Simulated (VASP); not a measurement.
# BAs (F-43m) in VASP: settings compared

BAs is run at these levels: PBEsol, PBE, r2SCAN; tasks: vibrations by perturbation theory, dielectric tensor.

Everything below comes from runs of VASP 6.6.1. Logs are shortened: lines on timing, memory, paths and dates and some standing lists are left out, and cuts for length are marked.

### Step 1. The cell of the first run

It takes space group F-43m (No. 216, cubic). Conventional cell: a = 4.768 Å, b = 4.768 Å, c = 4.768 Å, α = 90.00°, β = 90.00°, γ = 90.00°. Within 2.7 Å of B (site symmetry -43m) lie 4 As at 2.06 Å. Within 2.7 Å of As (site symmetry -43m) lie 4 B at 2.06 Å.

### Step 2. Vibrations by perturbation theory, PBEsol

Input file INCAR:

```
ALGO = Normal
EDIFF = 1E-8
ENCUT = 520
GGA = PS
IBRION = 8
ISIF = 2
ISMEAR = 0
LASPH = T
LCHARG = F
LEPSILON = T
LREAL = F
LWAVE = F
NELM = 80
NSW = 1
PREC = Accurate
SIGMA = 0.01
```

Input file KPOINTS:

```
k-points
0
Gamma
  8 8 8
```

Input file POSCAR:

```
BAs
1.0
    0.0000000000      2.3838158929      2.3838158929
    2.3838158929      0.0000000000      2.3838158929
    2.3838158929      2.3838158929      0.0000000000
B As
1 1
Direct
    0.0000000000      0.0000000000      0.0000000000
    0.2500000000      0.2500000000      0.2500000000
```

Potentials or basis: VASP PAW PBE potentials, release 64 (B, As).

On the command line:

```bash
> cat potpaw_PBE.64/B/POTCAR potpaw_PBE.64/As/POTCAR > POTCAR
> mpirun -np 1 vasp_std > vasp.out
```

OUTCAR:

```text
EDIFF = 1E-8
   ENCUT = 520
   GGA = PS
   IBRION = 8
   ISIF = 2
   ISMEAR = 0
   LASPH = T
   LEPSILON = T
   LREAL = F
   NELM = 80
   NSW = 1
   PREC = Accurate

 ion  position               nearest neighbor table
   1  0.000  0.000  0.000-   2 2.06   2 2.06   2 2.06   2 2.06
   2  0.250  0.250  0.250-   1 2.06   1 2.06   1 2.06   1 2.06

  LATTYP: Found a face centered cubic cell.
 ALAT       =     4.7676317858

  Lattice vectors:

 A1 = (   0.0000000000,   2.3838158929,   2.3838158929)
 A2 = (   2.3838158929,   0.0000000000,   2.3838158929)
 A3 = (   2.3838158929,   2.3838158929,   0.0000000000)

Analysis of symmetry for initial positions (statically):
=====================================================================
 Subroutine PRICEL returns:
 Original cell was already a primitive cell.

 Routine SETGRP: Setting up the symmetry group for a
 face centered cubic supercell.

 Subroutine GETGRP returns: Found 24 space group operations
 (whereof 24 operations were pure point group operations)
 out of a pool of 48 trial point group operations.

The static configuration has the point symmetry T_d .

Analysis of symmetry for dynamics (positions and initial velocities):
=====================================================================
 Subroutine PRICEL returns:
 Original cell was already a primitive cell.

 Routine SETGRP: Setting up the symmetry group for a
 face centered cubic supercell.

 Subroutine GETGRP returns: Found 24 space group operations
 (whereof 24 operations were pure point group operations)
 out of a pool of 48 trial point group operations.

The dynamic configuration has the point symmetry T_d .

 Subroutine INISYM returns: Found 24 space group operations
 (whereof 24 operations are pure point group operations),
 and found     1 'primitive' translations

----------------------------------------------------------------------------------------

                                     Primitive cell

  volume of cell :      27.0924

  direct lattice vectors                    reciprocal lattice vectors
     0.000000000  2.383815893  2.383815893    -0.209747742  0.209747742  0.209747742
     2.383815893  0.000000000  2.383815893     0.209747742 -0.209747742  0.209747742
     2.383815893  2.383815893  0.000000000     0.209747742  0.209747742 -0.209747742

  length of vectors
     3.371224766  3.371224766  3.371224766     0.363293745  0.363293745  0.363293745

  position of ions in fractional coordinates (direct lattice)
     0.000000000  0.000000000  0.000000000
     0.250000000  0.250000000  0.250000000

  ion indices of the primitive-cell ions
   primitive index   ion index
                 1           1
                 2           2

----------------------------------------------------------------------------------------

 KPOINTS: k-points

Automatic generation of k-mesh.
 Grid dimensions read from file:
 generate k-points for:    8    8    8

 Generating k-lattice:

  Cartesian coordinates                     Fractional coordinates (reciprocal lattice)
    -0.026218468  0.026218468  0.026218468     0.125000000  0.000000000  0.000000000
[... 414 lines left out ...]
  ---------------------------------------------------
  free energy    TOTEN  =        -0.74482662 eV

  energy without entropy =       -0.74482662

------------------------ aborting loop because EDIFF is reached ----------------------------------------

--------------------------------------- Ionic step        2  -------------------------------------------

------------------------ aborting loop because EDIFF is reached ----------------------------------------

--------------------------------------- Ionic step        3  -------------------------------------------

------------------------ aborting loop because EDIFF is reached ----------------------------------------

 PIEZOELECTRIC TENSOR FIELD DIRECTION 3  (e Angst)
 -----------------------------------------------------------------------------
    -0.00020  0.16229  0.00000           ( -0.00000  0.10060  0.00000)
     0.16229 -0.00020  0.00000           (  0.10060 -0.00000  0.00000)
     0.00000  0.00000 -0.00037           (  0.00000  0.00000 -0.00000)

 PIEZOELECTRIC TENSOR FIELD DIRECTION 3  (C/m^2)
 -----------------------------------------------------------------------------
    -0.00012  0.09598  0.00000
     0.09598 -0.00012  0.00000
     0.00000  0.00000 -0.00022

--------------------------------------- Ionic step        4  -------------------------------------------

------------------------ aborting loop because EDIFF is reached ----------------------------------------

[... ionic steps 5 to 6 ...]

--------------------------------------- Ionic step        7  -------------------------------------------

 Free energy of the ion-electron system (eV)
  ---------------------------------------------------
  ---------------------------------------------------
  free energy    TOTEN  =        -0.03672127 eV

  energy without entropy =       -0.03672127

------------------------ aborting loop because EDIFF is reached ----------------------------------------

 INTERNAL STRAIN TENSOR  FOR ION    2  DIRECTION 1   (eV/Angst):
 -----------------------------------------------------------------------------
     0.00664  0.00000  0.00000
     0.00000 -0.00069 -7.37385
     0.00000 -7.37385 -0.00069

 MACROSCOPIC STATIC DIELECTRIC TENSOR (including local field effects in DFT)
 ------------------------------------------------------
          10.290125    -0.000000     0.000000
           0.000000    10.290125     0.000000
           0.000000    -0.000000    10.290125
 ------------------------------------------------------

 PIEZOELECTRIC TENSOR (including local field effects)  for field in x, y, z        (e  Angst)
          XX          YY          ZZ          XY          YZ          ZX
  --------------------------------------------------------------------------------
  x     0.00000     0.00000     0.00000     0.00000     0.15441     0.00000
  y    -0.00000     0.00000     0.00000     0.00000     0.00000     0.15441
  z     0.00000     0.00000     0.00000     0.15441     0.00000     0.00000

 PIEZOELECTRIC TENSOR (including local field effects)  for field in x, y, z        (C/m^2)
          XX          YY          ZZ          XY          YZ          ZX
  --------------------------------------------------------------------------------
  x     0.00000     0.00000     0.00000     0.00000     0.09131     0.00000
  y    -0.00000     0.00000     0.00000     0.00000     0.00000     0.09131
  z     0.00000     0.00000     0.00000     0.09131     0.00000     0.00000

 BORN EFFECTIVE CHARGES (including local field effects) (in |e|, cummulative output)
 ---------------------------------------------------------------------------------
 ion    1
    1    -0.51909     0.00000     0.00000
    2    -0.00000    -0.51909    -0.00000
    3     0.00000     0.00000    -0.51909
 ion    2
    1     0.51909     0.00000     0.00000
    2     0.00000     0.51909     0.00000
    3    -0.00000     0.00000     0.51909

 INTERNAL STRAIN TENSOR FOR ION    2 for displacements in x,y,z  (eV/Angst):
          X           Y           Z          XY          YZ          ZX
  --------------------------------------------------------------------------------
  x    -0.00000     0.00000     0.00000     0.00000    -7.37385     0.00000
  y    -0.00000    -0.00000    -0.00000     0.00000     0.00000    -7.37385
  z     0.00000     0.00000    -0.00000    -7.37385     0.00000     0.00000

 SECOND DERIVATIVES (NOT SYMMETRIZED)
 ------------------------------------
               1X          1Y          1Z          2X          2Y          2Z
  1X   -16.851998    0.000000    0.000000   16.851998    0.000000    0.000000
  1Y     0.000000  -16.851998    0.000000    0.000000   16.851998    0.000000
  1Z     0.000000    0.000000  -16.851998    0.000000    0.000000   16.851998
  2X    16.857356    0.000000    0.000000  -16.857356    0.000000    0.000000
  2Y     0.000000   16.857356    0.000000    0.000000  -16.857356    0.000000
  2Z     0.000000    0.000000   16.857356    0.000000    0.000000  -16.857356

 Eigenvectors and eigenvalues of the dynamical matrix
 ----------------------------------------------------

   1 f  =   20.879569 THz   131.190202 2PiTHz  696.467457 cm-1    86.350920 meV
             X         Y         Z           dx          dy          dz
      0.000000  0.000000  0.000000    -0.000000    0.934807    0.000000
      1.191908  1.191908  1.191908    -0.000000   -0.355156    0.000000
[... 21 lines left out ...]
   6 f/i=    0.001102 THz     0.006923 2PiTHz    0.036752 cm-1     0.004557 meV
             X         Y         Z           dx          dy          dz
      0.000000  0.000000  0.000000     0.321722    0.082405    0.125858
      1.191908  1.191908  1.191908     0.846805    0.216899    0.331272

--------------------------------------------------------------------------------------------------------

 MACROSCOPIC STATIC DIELECTRIC TENSOR IONIC CONTRIBUTION
 ------------------------------------------------------
           0.106778     0.000000    -0.000000
           0.000000     0.106778     0.000000
          -0.000000     0.000000     0.106778
 ------------------------------------------------------

 ELASTIC MODULI CONTR FROM IONIC RELAXATION (kBar)
 Direction    XX          YY          ZZ          XY          YZ          ZX
 --------------------------------------------------------------------------------
 XX          -0.0000      0.0000      0.0000      0.0000     -0.0000     -0.0000
 YY           0.0000     -0.0000      0.0000      0.0000      0.0000     -0.0000
 ZZ           0.0000      0.0000     -0.0000     -0.0000      0.0000     -0.0000
 XY           0.0000      0.0000     -0.0000   -199.7629      0.0000      0.0000
 YZ          -0.0000      0.0000      0.0000      0.0000   -199.7629      0.0000
 ZX          -0.0000     -0.0000     -0.0000      0.0000      0.0000   -199.7629
 --------------------------------------------------------------------------------

 PIEZOELECTRIC TENSOR IONIC CONTR  for field in x, y, z        (C/m^2)
          XX          YY          ZZ          XY          YZ          ZX
  --------------------------------------------------------------------------------
  x    -0.00000     0.00000     0.00000     0.00000    -0.13743     0.00000
  y    -0.00000    -0.00000    -0.00000    -0.00000    -0.00000    -0.13743
  z     0.00000     0.00000    -0.00000    -0.13743     0.00000     0.00000
```

It took 5.2 min on 1 thread of Intel Xeon Platinum 8259CL at 2.50GHz (Skylake/Cascade Lake), shared host; peak memory 0.21 GiB.

What came out:

```
Electronic dielectric tensor (diagonal)                 : 10.29
Born charges (mean of the diagonal)                     : B -0.52; As +0.52 e
Highest phonon frequency at Γ, LO-TO splitting left out : 696 cm⁻¹
```

Phonon frequencies in cm⁻¹ (negative: imaginary):
| q point | frequencies |
| --- | --- |
| (0.000, 0.000, 0.000) | 0 0 0 696 696 696 |

Electronic dielectric tensor:
```
10.29  0.00  0.00
 0.00 10.29  0.00
 0.00  0.00 10.29
```

Born effective charge tensors (e):
atom 1, B
```
-0.52  0.00  0.00
 0.00 -0.52  0.00
 0.00  0.00 -0.52
```
atom 2, As
```
0.52 0.00 0.00
0.00 0.52 0.00
0.00 0.00 0.52
```

Caveat: the PAW data sets were made with another functional, which shifts forces and pressure a little.

### Step 3. Dielectric tensor, PBE

This run uses another cell than the first one, of 13.68 Å³/atom, 1.010 times its volume.

Input file INCAR:

```
SYSTEM = BAs
ALGO = Normal
EDIFF = 1E-8
ENCUT = 520
GGA = PE
ISIF = 2
ISMEAR = 0
LASPH = .TRUE.
LCHARG = .FALSE.
LEPSILON = .TRUE.
LREAL = .FALSE.
LWAVE = .FALSE.
NELM = 100
PREC = Accurate
SIGMA = 0.01
```

Input file KPOINTS:

```
k-points
0
G
  8 8 8
  0 0 0
```

Input file POSCAR:

```
BAs
1.0
    0.0000000000      2.3918677353      2.3918677353
    2.3918677353      0.0000000000      2.3918677353
    2.3918677353      2.3918677353      0.0000000000
B As
1 1
Direct
    0.0000000000      0.0000000000      0.0000000000
    0.2500000000      0.2500000000      0.2500000000
```

Potentials or basis: VASP PAW PBE potentials, release 64 (B, As).

On the command line:

```bash
> cat potpaw_PBE.64/B/POTCAR potpaw_PBE.64/As/POTCAR > POTCAR
> mpirun -np 1 vasp_std > vasp.out
```

OUTCAR:

```text
SYSTEM = BAs
   EDIFF = 1E-8
   ENCUT = 520
   GGA = PE
   ISIF = 2
   ISMEAR = 0
   LASPH = .TRUE.
   LEPSILON = .TRUE.
   LREAL = .FALSE.
   NELM = 100
   PREC = Accurate

 ion  position               nearest neighbor table
   1  0.000  0.000  0.000-   2 2.07   2 2.07   2 2.07   2 2.07
   2  0.250  0.250  0.250-   1 2.07   1 2.07   1 2.07   1 2.07

  LATTYP: Found a face centered cubic cell.
 ALAT       =     4.7837354706

  Lattice vectors:

 A1 = (   0.0000000000,   2.3918677353,   2.3918677353)
 A2 = (   2.3918677353,   0.0000000000,   2.3918677353)
 A3 = (   2.3918677353,   2.3918677353,   0.0000000000)

Analysis of symmetry for initial positions (statically):
=====================================================================
 Subroutine PRICEL returns:
 Original cell was already a primitive cell.

 Routine SETGRP: Setting up the symmetry group for a
 face centered cubic supercell.

 Subroutine GETGRP returns: Found 24 space group operations
 (whereof 24 operations were pure point group operations)
 out of a pool of 48 trial point group operations.

The static configuration has the point symmetry T_d .

Analysis of symmetry for dynamics (positions and initial velocities):
=====================================================================
 Subroutine PRICEL returns:
 Original cell was already a primitive cell.

 Routine SETGRP: Setting up the symmetry group for a
 face centered cubic supercell.

 Subroutine GETGRP returns: Found 24 space group operations
 (whereof 24 operations were pure point group operations)
 out of a pool of 48 trial point group operations.

The dynamic configuration has the point symmetry T_d .

 Subroutine INISYM returns: Found 24 space group operations
 (whereof 24 operations are pure point group operations),
 and found     1 'primitive' translations
[... 440 lines left out ...]

 HEAD OF MICROSCOPIC STATIC DIELECTRIC TENSOR (INDEPENDENT PARTICLE, excluding Hartree and local field effects)
 ------------------------------------------------------
          10.493966     0.000000     0.000000
          -0.000000    10.493966     0.000000
           0.000000     0.000000    10.493966
 ------------------------------------------------------

 Free energy of the ion-electron system (eV)
  ---------------------------------------------------
  ---------------------------------------------------
  free energy    TOTEN  =        -0.75132480 eV

  energy without entropy =       -0.75132480

------------------------ aborting loop because EDIFF is reached ----------------------------------------

--------------------------------------- Ionic step        2  -------------------------------------------

------------------------ aborting loop because EDIFF is reached ----------------------------------------

--------------------------------------- Ionic step        3  -------------------------------------------

 Free energy of the ion-electron system (eV)
  ---------------------------------------------------
  ---------------------------------------------------
  free energy    TOTEN  =        -0.75132472 eV

  energy without entropy =       -0.75132472

------------------------ aborting loop because EDIFF is reached ----------------------------------------

 PIEZOELECTRIC TENSOR FIELD DIRECTION 3  (e Angst)
 -----------------------------------------------------------------------------
    -0.00022  0.15067  0.00000           ( -0.00000  0.10126  0.00000)
     0.15067 -0.00022  0.00000           (  0.10126 -0.00000  0.00000)
     0.00000  0.00000 -0.00036           (  0.00000  0.00000 -0.00000)

 PIEZOELECTRIC TENSOR FIELD DIRECTION 3  (C/m^2)
 -----------------------------------------------------------------------------
    -0.00013  0.08821  0.00000
     0.08821 -0.00013  0.00000
     0.00000  0.00000 -0.00021

 MACROSCOPIC STATIC DIELECTRIC TENSOR (including local field effects in DFT)
 ------------------------------------------------------
          10.196229     0.000000    -0.000000
           0.000000    10.196229     0.000000
          -0.000000     0.000000    10.196229
 ------------------------------------------------------

 PIEZOELECTRIC TENSOR (including local field effects)  for field in x, y, z        (e  Angst)
          XX          YY          ZZ          XY          YZ          ZX
  --------------------------------------------------------------------------------
  x     0.00000     0.00000    -0.00000     0.00000     0.14270     0.00000
  y     0.00000     0.00000    -0.00000     0.00000     0.00000     0.14270
  z    -0.00000     0.00000     0.00000     0.14270     0.00000     0.00000

 PIEZOELECTRIC TENSOR (including local field effects)  for field in x, y, z        (C/m^2)
          XX          YY          ZZ          XY          YZ          ZX
  --------------------------------------------------------------------------------
  x     0.00000     0.00000    -0.00000     0.00000     0.08354     0.00000
  y     0.00000     0.00000    -0.00000     0.00000     0.00000     0.08354
  z    -0.00000     0.00000     0.00000     0.08354     0.00000     0.00000

 BORN EFFECTIVE CHARGES (including local field effects) (in |e|, cummulative output)
 ---------------------------------------------------------------------------------
 ion    1
    1    -0.51450     0.00000    -0.00000
    2     0.00000    -0.51450     0.00000
    3     0.00000     0.00000    -0.51450
 ion    2
    1     0.51450     0.00000     0.00000
    2    -0.00000     0.51450    -0.00000
    3    -0.00000    -0.00000     0.51450
```

stdout:

```text
POSCAR found type information on POSCAR B As
 POSCAR found :  2 types and       2 ions
 scaLAPACK will be used
 LDA part: xc-table for (Slater+PW92), standard interpolation
 POSCAR, INCAR and KPOINTS ok, starting setup
 FFT: planning ... GRIDC
 FFT: planning ... GRID_SOFT
 FFT: planning ... GRID
 WAVECAR not read
 entering main loop
 Linear response reoptimize wavefunctions to high precision
 Linear response G [H, r] |phi>, progress :
  Direction:   1
 Linear response G [H, r] |phi>, progress :
  Direction:   2
 Linear response G [H, r] |phi>, progress :
  Direction:   3
 Linear response to external field (no local field effect), progress :
  Direction:   1
 dielectric tensor                  component  1 :    12.823     6.590     1.405
 Linear response to external field (no local field effect), progress :
  Direction:   2
 dielectric tensor                  component  2 :     6.589    12.951    -1.664
 Linear response to external field (no local field effect), progress :
  Direction:   3
 dielectric tensor                  component  3 :     1.407    -1.664     5.707
 Linear response to external field, progress :
  Direction:   1
 dielectric tensor                  component  1 :    10.196     2.911     1.555
 Linear response to external field, progress :
  Direction:   2
 dielectric tensor                  component  2 :     2.822    10.196     1.363
 Linear response to external field, progress :
  Direction:   3
 dielectric tensor                  component  3 :     2.184     2.281    10.196
 Born effective charges drift removed
```

Wall time 55 s (1 thread of Intel Xeon 6975P-C (Granite Rapids), shared host); peak memory 0.2 GiB.

Results:

| Quantity | Value |
| --- | --- |
| Band gap on the k mesh | 1.19 eV, indirect (least direct gap 3.27 eV) |
| Electronic dielectric tensor (diagonal) | 10.20 |
| Born charges (mean of the diagonal) | B -0.51; As +0.51 e |

Levels at points of the mesh, in eV from the valence-band top:
| k point | band 2 | band 3 | band 4 | band 5 | band 6 | band 7 |
| --- | --- | --- | --- | --- | --- | --- |
| (0.00, 0.00, 0.00) | 0.00 | 0.00 | 0.00 | 3.27 | 3.27 | 3.27 |
| (0.50, 0.00, 0.00) | -8.76 | -1.81 | -1.81 | 2.67 | 4.78 | 4.78 |
| (0.50, 0.50, 0.00) | -8.51 | -4.06 | -4.06 | 1.43 | 1.45 | 11.33 |

Electronic dielectric tensor:
```
10.20  0.00  0.00
 0.00 10.20  0.00
 0.00  0.00 10.20
```

Born effective charge tensors (e):
atom 1, B
```
-0.51  0.00  0.00
 0.00 -0.51  0.00
 0.00  0.00 -0.51
```
atom 2, As
```
0.51 0.00 0.00
0.00 0.51 0.00
0.00 0.00 0.51
```

(Continued in part 2 of 2.)
